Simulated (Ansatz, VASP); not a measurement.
One calculation of P, two programs

```xyz
1
Lattice="1.7119 -1.7117 0.0000 1.7119 1.7117 0.0000 0.0000 0.0000 2.4952" Properties=species:S:1:pos:R:3 pbc="T T T"
P     0.0000    0.0000    0.0000
```

Alike in both runs: functional PBE; k mesh 6 × 6 × 6; occupations gaussian, width 0.1 eV; no spin polarisation.

Ansatz relaxed the structure, and its values are those at the end. VASP's run is a single point on that final structure, the one shown.

|  | VASP | Ansatz |
| --- | --- | --- |
| version | VASP 6.6.1 | Ansatz 0.2.0 |
| potentials or method | VASP PAW PBE potentials, release 64 (P), cutoff 520 eV | scalar-relativistic, plane waves, PAW |
| valence electrons in the cell | 5 | 5 |

Ansatz gave:

| Item | Value |
| --- | --- |
| gap on the k mesh at the Fermi level (eV) | none |
| pressure (GPa) | 0.0 |

Q: Which values does VASP return?

A: gap on the k mesh at the Fermi level (eV): none; pressure (GPa): -0.3.

A gap of «none» marks a metal or a gap that the smearing closes. The functional is the same, so the differences come from potentials, cutoffs and numerics.

The k mesh is coarse, so the values compare programs but aren't converged.
